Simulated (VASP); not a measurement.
A run of VASP 6.6.1 is set up as follows.

Contents of INCAR:

```
PREC = Accurate ; ENCUT = 520
EDIFF = 1E-6 ; ISMEAR = 0
SIGMA = 0.1 ; LREAL = False
LASPH = True ; NELM = 80
ALGO = Normal ; ISIF = 2
LWAVE = False ; LCHARG = False
GGA = PS ; NBANDS = 52
```

File KPOINTS:

```
Automatic mesh
0
Gamma
  12 12 4
```

POSCAR

```
Ti2C
1.0
    2.9917510478      0.0000000000      0.0000000000
   -1.4958755239      2.5909324092      0.0000000000
    0.0000000000      0.0000000000     14.4900475604
Ti C
6 3
Direct
    0.3333333333      0.6666666667      0.9127917831
    0.0000000000      0.0000000000      0.7538748836
    0.0000000000      0.0000000000      0.2461251164
    0.6666666667      0.3333333333      0.0872082169
    0.6666666667      0.3333333333      0.5794584497
    0.3333333333      0.6666666667      0.4205415503
    0.6666666667      0.3333333333      0.8333333333
    0.3333333333      0.6666666667      0.1666666667
    0.0000000000      0.0000000000      0.5000000000
```

Potentials or basis: VASP PAW PBE potentials, release 64 (Ti_sv, C).

The run is started by

```console
$ cat potpaw_PBE.64/Ti_sv/POTCAR potpaw_PBE.64/C/POTCAR > POTCAR
$ mpirun -np 1 vasp_std > vasp.out
```

(1) Predict the pressure.

(2) Predict the largest force.

## Answers

(1) 5.8 GPa.

(2) 0.126 eV/Å.

Caveat: the cell differs from its parent crystal (biaxial strain in the a-b plane: -2.0 %); the cell stands under pressure; the PAW data sets were made with another functional, which shifts forces and pressure a little.
